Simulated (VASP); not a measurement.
Write the native input for VASP 6.6.1 that does the following.

```
Task                   : single point
Functional             : r2SCAN
Potentials or basis    : VASP PAW PBE potentials, release 64 (Li_sv, Cl)
Cutoff                 : 520 eV
k mesh                 : 8 × 8 × 8
Occupations            : gaussian, width 0.01 eV
Spin                   : no spin polarisation
Dipole correction      : no
Further INCAR settings : ALGO = Normal; EDIFF = 1e-06; NBANDS = 12
```

Crystal: LiCl.

```xyz
2
Lattice="0.0000 2.6838 2.6838 2.6838 0.0000 2.6838 2.6838 2.6838 0.0000" Properties=species:S:1:pos:R:3 pbc="T T T"
Li    0.0000    0.0000    0.0000
Cl    2.6838    2.6838    2.6838
```

This cell differs from its parent crystal: strain +5.0%.

The input as run:

POSCAR

```
LiCl
1.0
    0.0000000000      2.6838388383      2.6838388383
    2.6838388383      0.0000000000      2.6838388383
    2.6838388383      2.6838388383      0.0000000000
Li Cl
1 1
Direct
    0.0000000000      0.0000000000      0.0000000000
    0.5000000000      0.5000000000      0.5000000000
```

INCAR.step1

```
SYSTEM = LiCl
ALGO = Normal
EDIFF = 1E-4
ENCUT = 520
GGA = PE
ISMEAR = 0
LASPH = .TRUE.
LCHARG = .FALSE.
LREAL = .FALSE.
LWAVE = .TRUE.
NBANDS = 12
NELM = 80
PREC = Accurate
SIGMA = 0.01
```

INCAR.step2

```
SYSTEM = LiCl
ALGO = Normal
EDIFF = 1E-6
ENCUT = 520
ISIF = 2
ISMEAR = 0
ISTART = 1
LASPH = .TRUE.
LCHARG = .TRUE.
LELF = .TRUE.
LMIXTAU = .TRUE.
LREAL = .FALSE.
LVHAR = .TRUE.
LWAVE = .FALSE.
METAGGA = R2SCAN
NBANDS = 12
NELM = 80
PREC = Accurate
SIGMA = 0.01
```

KPOINTS

```
k-points
0
G
  8 8 8
  0 0 0
```

Potentials or basis: VASP PAW PBE potentials, release 64 (Li_sv, Cl).

Launch:

```console
$ cat potpaw_PBE.64/Li_sv/POTCAR potpaw_PBE.64/Cl/POTCAR > POTCAR
$ cp INCAR.step1 INCAR
$ mpirun -np 1 vasp_std > vasp.out
$ cp INCAR.step2 INCAR
$ mpirun -np 1 vasp_std > vasp.out
```

It gave:

```yaml
Band_gap_on_the_k_mesh: 6.56 eV, direct
```

Caveat: the cell differs from its parent crystal (strain +5.0%).

Wall time 44 s on 1 thread of AMD EPYC 9R45 96-Core Processor (Zen 5), with other jobs on the host, peak memory 0.13 GiB.
